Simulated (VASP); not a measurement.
Wanted: the native input for a VASP 6.6.1 run.

```yaml
Task: single point
Functional: PBEsol
Potentials_or_basis: VASP PAW PBE potentials, release 64 (Al, Ga_d, N)
Cutoff: 520 eV
k_mesh: 8 × 8 × 4
Occupations: gaussian, width 0.02 eV
Spin: no spin polarisation
Dipole_correction: no
Further_INCAR_settings: ALGO = Normal; EDIFF = 1e-06; NBANDS = 46
```

The structure of Al2GaN3 lies in POSCAR:

```
Al2GaN3
1.0
    5.7432091051     -1.5678776039      0.0009115860
    5.7432091051      1.5678776039      0.0009115860
   -1.8962130095      0.0000000000      7.1753491495
Al Ga N
4 2 6
Direct
    0.9442094829      0.9442094829      0.3892317946
    0.8889313903      0.8889313903      0.7767015034
    0.2231418107      0.2231418107      0.4445132115
    0.5540491769      0.5540491769      0.1130296850
    0.2770821303      0.2770821303      0.0576223522
    0.6096504594      0.6096504594      0.7217877029
    0.1476133209      0.1476133209      0.1850004131
    0.4816489577      0.4816489577      0.8524466909
    0.8183309530      0.8183309530      0.5150587639
    0.7644028745      0.7644028745      0.9017209729
    0.0952971029      0.0952971029      0.5647077555
    0.4310073403      0.4310073403      0.2429801442
```

One way to write it, as run:

INCAR

```
SYSTEM = Al2GaN3
  PREC = Accurate
  ENCUT = 520
  EDIFF = 1E-6
  ISMEAR = 0
  SIGMA = 0.02
  LREAL = .False.
  LASPH = .True.
  NELM = 60
  ALGO = Normal
  ISIF = 2
  LWAVE = .False.
  LCHARG = .False.
  GGA = PS
  NBANDS = 46
```

KPOINTS

```
Automatic mesh
0
Gamma
  8 8 4
  0 0 0
```

Potentials or basis: VASP PAW PBE potentials, release 64 (Al, Ga_d, N).

The run is started by

```sh
$ cat potpaw_PBE.64/Al/POTCAR potpaw_PBE.64/Ga_d/POTCAR potpaw_PBE.64/N/POTCAR > POTCAR
$ mpirun -np 1 vasp_std > vasp.out
```

It gave:

The pressure is -0.1 GPa, the largest force is 0.016 eV/Å and the band gap on the k mesh is 3.27 eV, direct.

Caveat: the PAW data sets were made with another functional, which shifts forces and pressure a little.

Wall time 20 min on 1 thread of Oxide Virtual Turin-like Processor, with other jobs on the host, peak memory 0.56 GiB.
